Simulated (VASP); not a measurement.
# TaC (Fm-3m) in VASP: notebook

The runs below take TaC through relaxation of the atoms, with PBE.

All numbers are computed with VASP 6.6.1; they aren't measurements. Logs are shortened: lines on timing, memory, paths and dates and some standing lists are left out, and cuts for length are marked.

## (1) The cell of the first run

Symmetry: Fm-3m, No. 225, cubic system. The conventional cell has a = 4.429 Å, b = 4.429 Å, c = 4.429 Å, α = 90.00°, β = 90.00°, γ = 90.00°. Ta (site symmetry m-3m) has 6 C at 2.21 Å within 2.9 Å. C (site symmetry m-3m) has 6 Ta at 2.21 Å within 2.9 Å.

## (2) Relaxation of the atoms, PBE, collinear spin (10.86 Å³/atom)

INCAR

```
  PREC = Accurate
  ENCUT = 520
  EDIFF = 1E-7
  ISMEAR = -1
  SIGMA = 0.05
  LREAL = False
  LASPH = True
  NELM = 200
  ALGO = Normal
  ISIF = 2
  LWAVE = False
  LCHARG = False
  ISPIN = 2
  MAGMOM = 1 0
  LORBIT = 11
  LMAXMIX = 4
  GGA = PE
  IBRION = 2
  NSW = 80
  EDIFFG = -0.02
  GGA_COMPAT = False
  NELMIN = 4
  KPAR = 4
```

KPOINTS

```
regular mesh
0
Gamma
  18 18 18
```

POSCAR

```
TaC
1.0
    0.0000000000      2.2146584427      2.2146584427
    2.2146584427      0.0000000000      2.2146584427
    2.2146584427      2.2146584427      0.0000000000
Ta C
1 1
Direct
    0.0000000000      0.0000000000      0.0000000000
    0.5000000000      0.5000000000      0.5000000000
```

Potentials or basis: VASP PAW PBE potentials, release 64 (Ta_pv, C).

On the command line:

```console
> cat potpaw_PBE.64/Ta_pv/POTCAR potpaw_PBE.64/C/POTCAR > POTCAR
> mpirun -np 4 vasp_std > vasp.out
```

OUTCAR:

```text
PREC = Accurate
   ENCUT = 520
   EDIFF = 1E-7
   ISMEAR = -1
   LREAL = False
   LASPH = True
   NELM = 200
   ISIF = 2
   ISPIN = 2
   LORBIT = 11
   GGA = PE
   IBRION = 2
   NSW = 80
   EDIFFG = -0.02
   NELMIN = 4

 ion  position               nearest neighbor table
   1  0.000  0.000  0.000-   2 2.21   2 2.21   2 2.21   2 2.21   2 2.21   2 2.21
   2  0.500  0.500  0.500-   1 2.21   1 2.21   1 2.21   1 2.21   1 2.21   1 2.21

  LATTYP: Found a face centered cubic cell.
 ALAT       =     4.4293168854

  Lattice vectors:

 A1 = (   0.0000000000,   2.2146584427,   2.2146584427)
 A2 = (   2.2146584427,   0.0000000000,   2.2146584427)
 A3 = (   2.2146584427,   2.2146584427,   0.0000000000)

Analysis of symmetry for initial positions (statically):
=====================================================================
 Subroutine PRICEL returns:
 Original cell was already a primitive cell.

 Routine SETGRP: Setting up the symmetry group for a
 face centered cubic supercell.

 Subroutine GETGRP returns: Found 48 space group operations
 (whereof 48 operations were pure point group operations)
 out of a pool of 48 trial point group operations.

The static configuration has the point symmetry O_h .

Analysis of symmetry for dynamics (positions and initial velocities):
=====================================================================
 Subroutine PRICEL returns:
 Original cell was already a primitive cell.

 Routine SETGRP: Setting up the symmetry group for a
 face centered cubic supercell.

 Subroutine GETGRP returns: Found 48 space group operations
 (whereof 48 operations were pure point group operations)
 out of a pool of 48 trial point group operations.

The dynamic configuration has the point symmetry O_h .

Analysis of structural, dynamic, and magnetic symmetry:
=====================================================================
 Subroutine PRICEL returns:
 Original cell was already a primitive cell.

 Routine SETGRP: Setting up the symmetry group for a
 face centered cubic supercell.

 Subroutine GETGRP returns: Found 48 space group operations
 (whereof 48 operations were pure point group operations)
 out of a pool of 48 trial point group operations.

The overall configuration has the point symmetry O_h .

 Subroutine INISYM returns: Found 48 space group operations
 (whereof 48 operations are pure point group operations),
 and found     1 'primitive' translations

----------------------------------------------------------------------------------------

                                     Primitive cell

  volume of cell :      21.7245

  direct lattice vectors                    reciprocal lattice vectors
     0.000000000  2.214658443  2.214658443    -0.225768448  0.225768448  0.225768448
     2.214658443  0.000000000  2.214658443     0.225768448 -0.225768448  0.225768448
     2.214658443  2.214658443  0.000000000     0.225768448  0.225768448 -0.225768448

  length of vectors
     3.132000006  3.132000006  3.132000006     0.391042423  0.391042423  0.391042423

  position of ions in fractional coordinates (direct lattice)
     0.000000000  0.000000000  0.000000000
     0.500000000  0.500000000  0.500000000

  ion indices of the primitive-cell ions
   primitive index   ion index
                 1           1
                 2           2

----------------------------------------------------------------------------------------

 KPOINTS: regular mesh

Automatic generation of k-mesh.
 Grid dimensions read from file:
 generate k-points for:   18   18   18

 Generating k-lattice:

  Cartesian coordinates                     Fractional coordinates (reciprocal lattice)
    -0.012542692  0.012542692  0.012542692     0.055555556  0.000000000  0.000000000
     0.012542692 -0.012542692  0.012542692     0.000000000  0.055555556  0.000000000
     0.012542692  0.012542692 -0.012542692     0.000000000  0.000000000  0.055555556

  Length of vectors
     0.021724579  0.021724579  0.021724579

  Shift w.r.t. Gamma in fractional coordinates (k-lattice)
     0.000000000  0.000000000  0.000000000

 Subroutine IBZKPT returns following result:
 ===========================================

 Found    195 irreducible k-points:

 Following reciprocal coordinates:
            Coordinates               Weight
  0.000000  0.000000  0.000000      1.000000
  0.055556  0.000000  0.000000      8.000000
  0.111111  0.000000  0.000000      8.000000
  0.166667  0.000000  0.000000      8.000000
  0.222222  0.000000  0.000000      8.000000
  0.277778  0.000000  0.000000      8.000000
[... 16 lines left out ...]
 -0.277778  0.055556  0.000000     24.000000
 -0.222222  0.055556  0.000000     24.000000
 [... further k-points ...]
   k-points           NKPTS =    195   k-points in BZ     NKDIM =    195   number of bands    NBANDS=     12
   number of dos      NEDOS =    301   number of ions     NIONS =      2
   total plane-waves  NPLWV =  13824
   dimension x,y,z NGX =    24 NGY =   24 NGZ =   24
   dimension x,y,z NGXF=    48 NGYF=   48 NGZF=   48
   ions per type =               1   1
   NGX,Y,Z   is equivalent  to a cutoff of  12.74, 12.74, 12.74 a.u.
   NGXF,Y,Z  is equivalent  to a cutoff of  25.48, 25.48, 25.48 a.u.
 SYSTEM =  unknown system
   PREC   = accura    normal or accurate (medium, high low for compatibility)
   ISTART =      0    job   : 0-new  1-cont  2-samecut
   ICHARG =      2    charge: 1-file 2-atom 10-const
   ISPIN  =      2    spin polarized calculation?
   LNONCOLLINEAR =      F non collinear calculations
   LSORBIT =      F    spin-orbit coupling
   LASPH  =      T    aspherical Exc in radial PAW
   ENCUT  =  520.0 eV  38.22 Ry    6.18 a.u.   5.82  5.82  5.82*2*pi/ulx,y,z
   NELM   =    200;   NELMIN=  4; NELMDL= -5     # of ELM steps
   EDIFF  = 0.1E-06   stopping-criterion for ELM
   LREAL  =      F    real-space projection
   EDIFFG = -.2E-01   stopping-criterion for IOM
   NSW    =     80    number of steps for IOM
   IBRION =      2    ionic relax: 0-MD 1-quasi-New 2-CG
   NFREE  =      1    steps in history (QN), initial steepest desc. (CG)
   ISIF   =      2    stress and relaxation
   ISYM   =      2    0-nonsym 1-usesym 2-fastsym
   POTIM  = 0.5000    time-step for ionic-motion
   TEBEG  =    0.0;   TEEND  =   0.0 temperature during run
   PSTRESS=    0.0 pullay stress
   NELECT =      15.0000    total number of electrons
   NUPDOWN=      -1.0000    fix difference up-down
   EMIN   =  10.00;   EMAX   =-10.00  energy-range for DOS
   EFERMI =   0.00;   METHOD = LEGACY
   ISMEAR =    -1;   SIGMA  =   0.05  broadening in eV -4-tet -1-fermi 0-gaus
   EFERMI_NEDOS =   21; number of points for ismear=-14 and -15
   IALGO  =     38    algorithm
   IMIX   =      4    mixing-type and parameters
     AMIX     =   0.40;   BMIX     =  1.00
     AMIX_MAG =   1.60;   BMIX_MAG =  1.00
  volume/ion in A,a.u.               =      10.86        73.30
  Fermi-wavevector in a.u.,A,eV,Ry     =   1.446955  2.734349 28.486247  2.093680
  Thomas-Fermi vector in A             =   2.564965
   LORBIT       =     11    0 simple, 1 ext, 2 COOP (PROOUT), +10 PAW based schemes
   GGA     = PE    functional components
   LHFCALC =     F    Hartree Fock is set to
   AEXX    =    0.0000 exact exchange contribution
   IVDW    =     0    specifies the selected vdW correction
   LEPSILON=     F    determine dielectric tensor
   LRPA    =     F    only Hartree local field effects (RPA)
 conjugate gradient relaxation of ions
 spin polarized calculation
  energy-cutoff  :      520.00
  volume of cell :       21.72
 maximum number of plane-waves:       598
   NGX = 11   NGY = 11   NGZ = 11

 number of electron      15.0000002 magnetization      -0.0010428

 number of electron      15.0000002 magnetization       0.0000061

 Free energy of the ion-electron system (eV)
  ---------------------------------------------------
  ext. energy  EPLUGINS =         0.00000000
  ---------------------------------------------------
  free energy    TOTEN  =       -22.17575632 eV

  energy without entropy =      -22.16839860  energy(sigma->0) =      -22.17207746

 E-fermi :   8.5624     XC(G=0): -13.2952

 val. band max:        8.5531644544   @ k =  -0.1667   0.2222   0.0556
 cond. band min:       8.5635452491   @ k =   0.4444   0.2222   0.1111
 fundamental gap:      0.0103807948
 Fermi energy:         8.5624128986

 spin component 1

 k-point     1 :       0.0000    0.0000    0.0000
  band No.  band energies     occupation
      1     -26.4426      1.00000
      2     -26.4426      1.00000
      3     -26.4426      1.00000
      4      -6.3670      1.00000
      5       7.2087      1.00000
      6       7.2087      1.00000
      7       7.2087      1.00000
      8       8.0849      0.99993
      9       8.0849      0.99993
     10       8.0849      0.99993
     11       9.2490      0.00000
     12       9.2490      0.00000
[... 333 lines left out ...]
      1     -26.8158      1.00000
      2     -26.5075      1.00000
      3     -26.4706      1.00000
      4      -4.7721      1.00000
      5       3.3469      1.00000
      6       4.3243      1.00000
      7       4.6294      1.00000
      8       8.5739      0.44272
      9       9.2112      0.00000
     10       9.9107      0.00000
     11      13.4541      0.00000
     12      15.0095      0.00000

 [... further k-points ...]

 spin component 2

 k-point     1 :       0.0000    0.0000    0.0000
  band No.  band energies     occupation
      1     -26.4427      1.00000
      2     -26.4427      1.00000
      3     -26.4427      1.00000
      4      -6.3670      1.00000
      5       7.2087      1.00000
      6       7.2087      1.00000
      7       7.2087      1.00000
      8       8.0849      0.99993
      9       8.0849      0.99993
     10       8.0849      0.99993
     11       9.2490      0.00000
     12       9.2490      0.00000
[... 333 lines left out ...]
      1     -26.8159      1.00000
      2     -26.5075      1.00000
      3     -26.4706      1.00000
      4      -4.7721      1.00000
      5       3.3469      1.00000
      6       4.3243      1.00000
      7       4.6294      1.00000
      8       8.5739      0.44274
      9       9.2112      0.00000
     10       9.9107      0.00000
     11      13.4541      0.00000
     12      15.0095      0.00000

 [... further k-points ...]
[... 5 lines left out ...]
  --------------------------------------------------------------------------------------
  -------------------------------------------------------------------------------------
  Total        1.5768200      1.5768200      1.5768200      0.0000000      0.0000000      0.0000000
  in kB      116.2900211    116.2900211    116.2900211      0.0000000      0.0000000      0.0000000
  external PRESSURE =     116.2900211 kB  Pullay stress =       0.0000000 kB

 VOLUME and BASIS-vectors are now :
 -----------------------------------------------------------------------------
  energy-cutoff  :      520.00
  volume of cell :       21.72
      direct lattice vectors                 reciprocal lattice vectors
     0.000000000  2.214658443  2.214658443    -0.225768448  0.225768448  0.225768448
     2.214658443  0.000000000  2.214658443     0.225768448 -0.225768448  0.225768448
     2.214658443  2.214658443  0.000000000     0.225768448  0.225768448 -0.225768448

 POSITION                                       TOTAL-FORCE (eV/Angst)
 -----------------------------------------------------------------------------------
      0.00000      0.00000      0.00000         0.000000      0.000000     -0.000000
      2.21466      2.21466      2.21466         0.000000     -0.000000      0.000000
 -----------------------------------------------------------------------------------
    total drift:                                0.000000     -0.000000     -0.000000

  FREE ENERGIE OF THE ION-ELECTRON SYSTEM (eV)
  ---------------------------------------------------
  free  energy   TOTEN  =       -22.1757563155 eV

  energy  without entropy=      -22.1683986049  energy(sigma->0) =      -22.17207746

 reached required accuracy - stopping structural energy minimisation

 total charge

# of ion       s       p       d       tot
------------------------------------------
    1        0.307   6.284   2.415   9.006
    2        0.868   1.599   0.000   2.467
--------------------------------------------------
tot          1.175   7.884   2.415  11.473

 magnetization (x)

# of ion       s       p       d       tot
------------------------------------------
    1       -0.000   0.000  -0.000  -0.000
    2        0.000   0.000   0.000   0.000
--------------------------------------------------
tot          0.000   0.000  -0.000   0.000
```

Run time: 32 s. Hardware: 4 MPI ranks of AMD EPYC 9R14 (Zen 4), shared host; peak memory 0.18 GiB.

Results:

```yaml
Free_energy: -22.1758 eV
Pressure_after_relaxing: 11.6 GPa
Net_moment: 0.00 μB per cell
Valence_electrons_inside_the_program's_atomic_spheres: Ta 9.01; C 2.47
```

Final structure:
```
CELL_PARAMETERS angstrom
0.00000 2.21466 2.21466
2.21466 0.00000 2.21466
2.21466 2.21466 0.00000
ATOMIC_POSITIONS crystal
Ta 0.00000 0.00000 0.00000
C 0.50000 0.50000 0.50000
```

Levels at points of the mesh, in eV from the Fermi level:
Spin up:
```tsv
k point	band 5	band 6	band 7	band 8	band 9	band 10	band 11	band 12
(0.00, 0.00, 0.00)	-1.35	-1.35	-1.35	-0.48	-0.48	-0.48	0.69	0.69
(0.50, 0.00, 0.00)	-8.85	-5.57	-5.57	2.81	2.81	3.82	5.47	10.19
(0.50, 0.50, 0.00)	-4.64	-4.62	-1.76	-1.76	2.70	4.22	4.22	7.10
```
Spin down:
| k point | band 5 | band 6 | band 7 | band 8 | band 9 | band 10 | band 11 | band 12 |
| --- | --- | --- | --- | --- | --- | --- | --- | --- |
| (0.00, 0.00, 0.00) | -1.35 | -1.35 | -1.35 | -0.48 | -0.48 | -0.48 | 0.69 | 0.69 |
| (0.50, 0.00, 0.00) | -8.85 | -5.57 | -5.57 | 2.81 | 2.81 | 3.82 | 5.47 | 10.19 |
| (0.50, 0.50, 0.00) | -4.64 | -4.62 | -1.76 | -1.76 | 2.70 | 4.22 | 4.22 | 7.10 |

Caveat: the relaxation stopped at its first step, so nothing moved; spin-orbit coupling is left out, which moves the levels of the heavy elements.

## (3) Relaxation of the atoms, PBE, collinear spin

This run uses another cell than the first one, of 11.31 Å³/atom.

INCAR

```
PREC = Accurate
ENCUT = 520
EDIFF = 1E-7
ISMEAR = -1
SIGMA = 0.05
LREAL = F
LASPH = T
NELM = 200
ALGO = Normal
ISIF = 2
LWAVE = F
LCHARG = F
ISPIN = 2
MAGMOM = 1 0
LORBIT = 11
LMAXMIX = 4
GGA = PE
IBRION = 2
NSW = 80
EDIFFG = -0.02
GGA_COMPAT = F
NELMIN = 4
KPAR = 4
```

KPOINTS is that of step 2.

POSCAR

```
TaC
1.0
    0.0000000000      2.2450000000      2.2450000000
    2.2450000000      0.0000000000      2.2450000000
    2.2450000000      2.2450000000      0.0000000000
Ta C
1 1
Direct
    0.0000000000      0.0000000000      0.0000000000
    0.5000000000      0.5000000000      0.5000000000
```

Potentials or basis: VASP PAW PBE potentials, release 64 (Ta_pv, C).

On the command line:

```console
> cat potpaw_PBE.64/Ta_pv/POTCAR potpaw_PBE.64/C/POTCAR > POTCAR
> mpirun -np 4 vasp_std > vasp.out
```

Wall time 20 s (4 MPI ranks of AMD EPYC 7R13 (Zen 3), shared host); peak memory 0.19 GiB.

Results (log left out):

```yaml
Free_energy: -22.2009 eV
Pressure_after_relaxing: -2.4 GPa
Net_moment: 0.00 μB per cell
Valence_electrons_inside_the_program's_atomic_spheres: Ta 8.91; C 2.43
```

Final structure:
```cif
data_structure
_symmetry_space_group_name_H-M 'P 1'
_symmetry_Int_Tables_number 1
_cell_length_a 3.1749
_cell_length_b 3.1749
_cell_length_c 3.1749
_cell_angle_alpha 60.000
_cell_angle_beta 60.000
_cell_angle_gamma 60.000
_cell_volume 22.63
loop_
_atom_site_label
_atom_site_type_symbol
_atom_site_fract_x
_atom_site_fract_y
_atom_site_fract_z
_atom_site_occupancy
Ta1 Ta 0.00000 0.00000 0.00000 1
C1 C 0.50000 0.50000 0.50000 1
```

Levels at points of the mesh, in eV from the Fermi level:
Spin up:
| k point | band 6 | band 7 | band 8 | band 9 | band 10 | band 11 |
| --- | --- | --- | --- | --- | --- | --- |
| (0.00, 0.00, 0.00) | -1.28 | -1.28 | -0.45 | -0.45 | -0.45 | 0.64 |
| (0.50, 0.00, 0.00) | -5.34 | -5.34 | 2.64 | 2.64 | 3.59 | 5.33 |
| (0.50, 0.50, 0.00) | -4.40 | -1.75 | -1.75 | 2.53 | 3.96 | 3.96 |
Spin down:
| k point | band 4 | band 5 | band 6 | band 7 | band 8 | band 9 | band 10 | band 11 | band 12 |
| --- | --- | --- | --- | --- | --- | --- | --- | --- | --- |
| (0.00, 0.00, 0.00) | -14.64 | -1.28 | -1.28 | -1.28 | -0.45 | -0.45 | -0.45 | 0.64 | 0.64 |
| (0.50, 0.00, 0.00) | -10.35 | -8.57 | -5.34 | -5.34 | 2.64 | 2.64 | 3.59 | 5.33 | 9.68 |
| (0.50, 0.50, 0.00) | -12.55 | -4.60 | -4.40 | -1.75 | -1.75 | 2.53 | 3.96 | 3.96 | 6.63 |

Caveat: the relaxation stopped at its first step, so nothing moved; spin-orbit coupling is left out, which moves the levels of the heavy elements.

## (4) Relaxation of the atoms, PBE, collinear spin (11.99 Å³/atom)

This run uses another cell than the first one, of 11.99 Å³/atom.

INCAR

```
SYSTEM = TaC
  ALGO = Normal
  EDIFF = 1E-7
  EDIFFG = -0.02
  ENCUT = 520
  GGA = PE
  GGA_COMPAT = .FALSE.
  IBRION = 2
  ISIF = 2
  ISMEAR = -1
  ISPIN = 2
  KPAR = 4
  LASPH = .TRUE.
  LCHARG = .FALSE.
  LMAXMIX = 4
  LORBIT = 11
  LREAL = .FALSE.
  LWAVE = .FALSE.
  MAGMOM = 1 0
  NELM = 200
  NELMIN = 4
  NSW = 80
  PREC = Accurate
  SIGMA = 0.05
```

KPOINTS

```
k-points
0
G
  18 18 18
  0 0 0
```

POSCAR

```
TaC
1.0
    0.0000000000      2.2890307863      2.2890307863
    2.2890307863      0.0000000000      2.2890307863
    2.2890307863      2.2890307863      0.0000000000
Ta C
1 1
Direct
    0.0000000000      0.0000000000      0.0000000000
    0.5000000000      0.5000000000      0.5000000000
```

On the command line:

```console
> cat potpaw_PBE.64/Ta_pv/POTCAR potpaw_PBE.64/C/POTCAR > POTCAR
> mpirun -np 4 vasp_std > vasp.out
```

Wall time 20 s (4 MPI ranks of Intel Xeon Platinum 8488C (Sapphire Rapids), shared host); peak memory 0.21 GiB.

Results (log left out):

```
Free energy                                           : -22.1092 eV
Pressure after relaxing                               : -18.5 GPa
Net moment                                            : 0.00 μB per cell
Valence electrons inside the program's atomic spheres : Ta 8.79; C 2.38
```

Final structure:
```
Ta C
1.0
     0.00000    2.28903    2.28903
     2.28903    0.00000    2.28903
     2.28903    2.28903    0.00000
Ta C
1 1
Direct
  0.00000 0.00000 0.00000
  0.50000 0.50000 0.50000
```

Levels at points of the mesh, in eV from the Fermi level:
Spin up:
```
           k point  band 4  band 5  band 6  band 7  band 8  band 9  band 10  band 11  band 12
(0.00, 0.00, 0.00)  -14.23   -1.19   -1.19   -1.19   -0.42   -0.42    -0.42     0.57     0.57
(0.50, 0.00, 0.00)  -10.31   -8.18   -5.04   -5.04    2.40    2.40     3.28     5.14     9.00
(0.50, 0.50, 0.00)  -12.18   -4.54   -4.08   -1.73   -1.73    2.30     3.61     3.61     5.99
```
Spin down:
```tsv
k point	band 4	band 5	band 6	band 7	band 8	band 9	band 10	band 11	band 12
(0.00, 0.00, 0.00)	-14.23	-1.19	-1.19	-1.19	-0.42	-0.42	-0.42	0.57	0.57
(0.50, 0.00, 0.00)	-10.31	-8.18	-5.04	-5.04	2.40	2.40	3.28	5.14	9.00
(0.50, 0.50, 0.00)	-12.18	-4.54	-4.08	-1.73	-1.73	2.30	3.61	3.61	5.99
```

Caveat: the relaxation stopped at its first step, so nothing moved; spin-orbit coupling is left out, which moves the levels of the heavy elements.

(Part 1 of 2 ends here.)
